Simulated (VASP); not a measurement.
# Mg4Se (Im-3m) in VASP: further runs

The runs below take Mg4Se through single point, relaxation of cell and atoms, with PBE.

Program: VASP 6.6.1. These are calculated values, not measurements. Logs are shortened: lines on timing, memory, paths and dates and some standing lists are left out, and cuts for length are marked.

**1. The cell of the first run**

Symmetry: Im-3m, No. 229, cubic system. The conventional cell has a = 6.404 Å, b = 6.404 Å, c = 6.404 Å, α = 90.00°, β = 90.00°, γ = 90.00°. Mg (site symmetry -3m) has 2 Se at 2.77 Å and 6 Mg at 3.20 Å within 3.7 Å. Se (site symmetry m-3m) has 8 Mg at 2.77 Å within 3.7 Å.

**2. Single point, PBE**

Contents of INCAR:

```
PREC = Accurate
ENCUT = 520
EDIFF = 1E-6
ISMEAR = 0
SIGMA = 0.1
LREAL = F
LASPH = T
NELM = 60
ALGO = Normal
ISIF = 2
LWAVE = F
LCHARG = F
GGA = PE
NBANDS = 15
```

Contents of KPOINTS:

```
Automatic mesh
0
Gamma
  4 4 4
```

Contents of POSCAR:

```
Mg4Se
1.0
   -3.2017588339      3.2017588339      3.2017588339
    3.2017588339     -3.2017588339      3.2017588339
    3.2017588339      3.2017588339     -3.2017588339
Mg Se
4 1
Direct
    0.0000000000      0.5000095279      0.0000000000
    0.4999904721      0.4999904721      0.4999904721
    0.0000000000      0.0000000000      0.5000095279
    0.5000095279      0.0000000000      0.0000000000
    0.0000000000      0.0000000000      0.0000000000
```

Potentials or basis: VASP PAW PBE potentials, release 64 (Mg, Se).

The run is started by

```
cat potpaw_PBE.64/Mg/POTCAR potpaw_PBE.64/Se/POTCAR > POTCAR
mpirun -np 1 vasp_std > vasp.out
```

OUTCAR:

```text
PREC = Accurate
   ENCUT = 520
   EDIFF = 1E-6
   ISMEAR = 0
   LREAL = F
   LASPH = T
   NELM = 60
   ISIF = 2
   GGA = PE

 ion  position               nearest neighbor table
   1  0.000  0.500  0.000-   5 2.77   5 2.77   2 3.20   4 3.20   3 3.20   4 3.20   3 3.20   2 3.20

   2  0.500  0.500  0.500-   5 2.77   5 2.77   4 3.20   1 3.20   1 3.20   3 3.20   4 3.20   3 3.20

   3  0.000  0.000  0.500-   5 2.77   5 2.77   2 3.20   4 3.20   1 3.20   4 3.20   1 3.20   2 3.20

   4  0.500  0.000  0.000-   5 2.77   5 2.77   2 3.20   1 3.20   3 3.20   1 3.20   3 3.20   2 3.20

   5  0.000  0.000  0.000-   1 2.77   2 2.77   3 2.77   4 2.77   1 2.77   3 2.77   4 2.77   2 2.77

  LATTYP: Found a body centered cubic cell.
 ALAT       =     6.4035176678

  Lattice vectors:

 A1 = (  -3.2017588339,   3.2017588339,   3.2017588339)
 A2 = (   3.2017588339,  -3.2017588339,   3.2017588339)
 A3 = (   3.2017588339,   3.2017588339,  -3.2017588339)

Analysis of symmetry for initial positions (statically):
=====================================================================
 Subroutine PRICEL returns:
 Original cell was already a primitive cell.

 Routine SETGRP: Setting up the symmetry group for a
 body centered cubic supercell.

 Subroutine GETGRP returns: Found 24 space group operations
 (whereof 24 operations were pure point group operations)
 out of a pool of 48 trial point group operations.

The static configuration has the point symmetry T_d .

Analysis of symmetry for dynamics (positions and initial velocities):
=====================================================================
 Subroutine PRICEL returns:
 Original cell was already a primitive cell.

 Routine SETGRP: Setting up the symmetry group for a
 body centered cubic supercell.

 Subroutine GETGRP returns: Found 24 space group operations
 (whereof 24 operations were pure point group operations)
 out of a pool of 48 trial point group operations.

The dynamic configuration has the point symmetry T_d .

 Subroutine INISYM returns: Found 24 space group operations
 (whereof 24 operations are pure point group operations),
 and found     1 'primitive' translations

----------------------------------------------------------------------------------------

                                     Primitive cell

[... 91 lines left out ...]
   NUPDOWN=      -1.0000    fix difference up-down
   EMIN   =  10.00;   EMAX   =-10.00  energy-range for DOS
   EFERMI =   0.00;   METHOD = LEGACY
   ISMEAR =     0;   SIGMA  =   0.10  broadening in eV -4-tet -1-fermi 0-gaus
   EFERMI_NEDOS =   21; number of points for ismear=-14 and -15
   IALGO  =     38    algorithm
   IMIX   =      4    mixing-type and parameters
     AMIX     =   0.40;   BMIX     =  1.00
     AMIX_MAG =   1.60;   BMIX_MAG =  1.00
  volume/ion in A,a.u.               =      26.26       177.20
  Fermi-wavevector in a.u.,A,eV,Ry     =   0.776323  1.467037  8.199915  0.602677
  Thomas-Fermi vector in A             =   1.878776
   LORBIT       =      0    0 simple, 1 ext, 2 COOP (PROOUT), +10 PAW based schemes
   GGA     = PE    functional components
   LHFCALC =     F    Hartree Fock is set to
   AEXX    =    0.0000 exact exchange contribution
   IVDW    =     0    specifies the selected vdW correction
   LEPSILON=     F    determine dielectric tensor
   LRPA    =     F    only Hartree local field effects (RPA)
 non-spin polarized calculation
 Gauss-broadening in eV      SIGMA  =   0.10
  energy-cutoff  :      520.00
  volume of cell :      131.29
 maximum number of plane-waves:      3564
 NGX is ok and might be reduce to    42
   NGX = 21   NGY = 21   NGZ = 21

 number of electron      13.9999999 magnetization

 Free energy of the ion-electron system (eV)
  ---------------------------------------------------
  ext. energy  EPLUGINS =         0.00000000
  ---------------------------------------------------
  free energy    TOTEN  =        -9.58269073 eV

  energy without entropy =       -9.56267935  energy(sigma->0) =       -9.57268504

 E-fermi :   2.2310     XC(G=0):  -8.2074

 val. band max:        2.1810668991   @ k =   0.2500   0.2500   0.2500
 cond. band min:       2.2579936646   @ k =   0.5000   0.5000   0.2500
 fundamental gap:      0.0769267655
 Fermi energy:         2.2309676113

 k-point     1 :       0.0000    0.0000    0.0000
  band No.  band energies     occupation
      1     -11.7398      2.00000
      2      -2.1645      2.00000
      3      -2.1645      2.00000
      4      -2.1645      2.00000
      5      -1.8314      2.00000
      6       2.9391      0.00000
      7       2.9391      0.00000
      8       2.9391      0.00000
      9       3.4701      0.00000
     10       3.4701      0.00000
     11       3.4701      0.00000
     12       4.6860      0.00000
     13       4.6860      0.00000
     14       7.8105      0.00000
[... 113 lines left out ...]
      2      -3.0071      2.00000
      3      -3.0071      2.00000
      4      -3.0071      2.00000
      5       0.5845      2.00000
      6       0.5845      2.00000
      7       3.2327      0.00000
      8       3.2327      0.00000
      9       3.2327      0.00000
     10       4.8284      0.00000
     11       5.1850      0.00000
     12       5.1850      0.00000
     13       5.1850      0.00000
     14       8.4717      0.00000
     15      10.1467      0.00000

------------------------ aborting loop because EDIFF is reached ----------------------------------------

  FORCE on cell =-STRESS in cart. coord.  units (eV):
  Direction    XX          YY          ZZ          XY          YZ          ZX
  --------------------------------------------------------------------------------------
  -------------------------------------------------------------------------------------
  Total        0.1578256      0.1578256      0.1578256     -0.0000000     -0.0000000      0.0000000
  in kB        1.9260268      1.9260268      1.9260268     -0.0000000     -0.0000000      0.0000000
  external PRESSURE =       1.9260268 kB  Pullay stress =       0.0000000 kB

 VOLUME and BASIS-vectors are now :
 -----------------------------------------------------------------------------
  energy-cutoff  :      520.00
  volume of cell :      131.29
      direct lattice vectors                 reciprocal lattice vectors
    -3.201758834  3.201758834  3.201758834     0.000000000  0.156164167  0.156164167
     3.201758834 -3.201758834  3.201758834     0.156164167  0.000000000  0.156164167
     3.201758834  3.201758834 -3.201758834     0.156164167  0.156164167  0.000000000

 POSITION                                       TOTAL-FORCE (eV/Angst)
 -----------------------------------------------------------------------------------
      1.60091     -1.60091      1.60091        -0.000065      0.000065     -0.000065
      1.60085      1.60085      1.60085         0.000065      0.000065      0.000065
      1.60091      1.60091     -1.60091        -0.000065     -0.000065      0.000065
     -1.60091      1.60091      1.60091         0.000065     -0.000065     -0.000065
      0.00000      0.00000      0.00000         0.000000     -0.000000      0.000000
 -----------------------------------------------------------------------------------
    total drift:                                0.000000      0.000000      0.000000

  FREE ENERGIE OF THE ION-ELECTRON SYSTEM (eV)
  ---------------------------------------------------
  free  energy   TOTEN  =        -9.5826907254 eV

  energy  without entropy=       -9.5626793516  energy(sigma->0) =       -9.57268504
```

OSZICAR:

```text
N       E                     dE             d eps       ncg     rms          rms(c)
DAV:   1     0.247632151180E+02    0.24763E+02   -0.44280E+03   240   0.700E+02
DAV:   2    -0.730706470222E+01   -0.32070E+02   -0.29685E+02   363   0.875E+01
DAV:   3    -0.983728333612E+01   -0.25302E+01   -0.25194E+01   296   0.224E+01
DAV:   4    -0.986583161573E+01   -0.28548E-01   -0.28544E-01   324   0.297E+00
DAV:   5    -0.986611430805E+01   -0.28269E-03   -0.28269E-03   296   0.309E-01    0.461E+00
DAV:   6    -0.961836019539E+01    0.24775E+00   -0.40067E-01   282   0.286E+00    0.269E+00
DAV:   7    -0.959138602492E+01    0.26974E-01   -0.23860E-01   289   0.206E+00    0.107E+00
DAV:   8    -0.958505268854E+01    0.63333E-02   -0.47673E-02   283   0.103E+00    0.343E-01
DAV:   9    -0.958267454392E+01    0.23781E-02   -0.92194E-03   268   0.507E-01    0.136E-01
DAV:  10    -0.958269606974E+01   -0.21526E-04   -0.12987E-03   268   0.164E-01    0.371E-02
DAV:  11    -0.958269546388E+01    0.60586E-06   -0.29621E-05   289   0.304E-02    0.217E-02
DAV:  12    -0.958269200854E+01    0.34553E-05   -0.64110E-06   261   0.109E-02    0.565E-03
DAV:  13    -0.958269077919E+01    0.12294E-05   -0.49040E-06   275   0.963E-03    0.141E-03
DAV:  14    -0.958269072539E+01    0.53798E-07   -0.27739E-07   141   0.296E-03
   1 F= -.95826907E+01 E0= -.95726850E+01  d E =-.200114E-01
```

Run time: 15 s. Hardware: 1 thread of AMD EPYC 9R45 (Zen 5), shared host; peak memory 0.21 GiB.

Results:

```yaml
Free_energy: -9.5827 eV
Pressure: 0.2 GPa
Band_gap_on_the_k_mesh: zero (band 7 reaches 3.23 eV, above the bottom of band 8 at 2.18 eV)
```

[end of part 1 of 2]
